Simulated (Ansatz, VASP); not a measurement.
## NaC2: VASP beside Ansatz

The input INCAR:

```
SYSTEM = NaC2
PREC = Accurate ; ENCUT = 600
EDIFF = 1E-6 ; ISMEAR = 0
SIGMA = 0.1 ; LREAL = .FALSE.
LASPH = .TRUE. ; NELM = 100
ALGO = Normal ; ISIF = 3
LWAVE = .FALSE. ; LCHARG = .FALSE.
GGA = PE ; IBRION = 2
NSW = 90 ; EDIFFG = -0.04
```

KPOINTS

```
Automatic mesh
0
G
  4 4 6
  0 0 0
```

POSCAR

```
NaC2
1.0
    4.9096357645      0.0000000000      0.0000000000
    0.0000000000      4.9096357645      0.0000000000
    0.0000000000      0.0000000000      3.1623013120
Na C
2 4
Direct
    0.0000000000      0.0000000000      0.0000000000
    0.5000000000      0.5000000000      0.5000000000
    0.3060000000      0.3060000000      0.0000000000
    0.1940000000      0.8060000000      0.5000000000
    0.6940000000      0.6940000000      0.0000000000
    0.8060000000      0.1940000000      0.5000000000
```

Input for Ansatz:

```yaml
crystal:
  lattice:
    - [4.9096357645, 0.0, 0.0]
    - [0.0, 4.9096357645, 0.0]
    - [0.0, 0.0, 3.162301312]
  atoms:
    - { symbol: Na, position: [0.0, 0.0, 0.0] }
    - { symbol: Na, position: [0.5, 0.5, 0.5] }
    - { symbol: C, position: [0.306, 0.306, 0.0] }
    - { symbol: C, position: [0.194, 0.806, 0.5] }
    - { symbol: C, position: [0.694, 0.694, 0.0] }
    - { symbol: C, position: [0.806, 0.194, 0.5] }
basis:
  ecutwfc: 420
kpoints:
  mp_grid: { grid: [4, 4, 6] }
hamiltonian:
  xc: pbe
scf:
  occupations: { method: gaussian, width: 0.1 }
  lower_state_search: "off"
output:
  forces: true
  stress: true
  eigenvalues: true
relax:
  adjacent_minimum: "off"
  f_tol: 0.04
  max_steps: 70
  cell: { stress_tol: 0.4 }
```

Alike in both runs: task relaxation of cell and atoms; functional PBE; k mesh 4 × 4 × 6; occupations gaussian, width 0.1 eV; no spin polarisation.

|  | VASP | Ansatz |
| --- | --- | --- |
| version | VASP 6.6.1 | Ansatz 0.2.0 |
| potentials or method | VASP PAW PBE potentials, release 64 (Na_pv, C), cutoff 600 eV | scalar-relativistic, plane waves, PAW |
| valence electrons in the cell | 30 | 34 |

|  | VASP | Ansatz | Ansatz less VASP |
| --- | --- | --- | --- |
| gap on the k mesh at the Fermi level, each at its own relaxed structure (eV) | none | none | - |
| relaxed volume (Å³/atom) | 16.75 | 17.69 | +0.942 |
| relaxed cell length with the largest relative difference (Å) | 4.865 | 5.244 | +0.3789 |

A gap of «none» marks a metal or a gap that the smearing closes. One of these differences is far larger than is usual between the two programs; its cause wasn't traced. VASP's potentials hold 30 valence electrons a cell and Ansatz's 34, so a difference there can come from the potentials and not from the codes.

Noted on VASP's run: the volume moved by over 15 % at a fixed basis, so the end points are rough.
